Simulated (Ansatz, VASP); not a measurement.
## Two plane-wave programs on Zr2B

```
Zr B
1.0
     3.42820    0.00000    0.00000
    -1.71410    2.96891    0.00000
     0.00000    0.00000    5.57080
Zr B
2 1
Direct
  0.33333 0.66667 0.23490
  0.66667 0.33333 0.76510
  0.00000 0.00000 0.00000
```

Alike in both runs: functional PBE; k mesh 18 × 18 × 8; occupations gaussian, width 0.1 eV; no spin polarisation.

Ansatz relaxed the structure, and its values are those at the end. VASP's run is a single point on that final structure, the one shown.

```csv
,VASP,Ansatz
version,VASP 6.6.1,Ansatz 0.2.0
potentials or method,"VASP PAW PBE potentials, release 64 (Zr_sv, B), cutoff 520 eV","scalar-relativistic, plane waves, PAW"
valence electrons in the cell,27,27
```

VASP gave:

| Item | Value |
| --- | --- |
| gap on the k mesh at the Fermi level (eV) | none |
| pressure (GPa) | 0.1 |
| rms of the force components (eV/Å) | 0.006 |

Problem. Which values does Ansatz return?

Solution. gap on the k mesh at the Fermi level (eV): none; pressure (GPa): 0.0; rms of the force components (eV/Å): 0.002.

A gap of «none» marks a metal or a gap that the smearing closes.
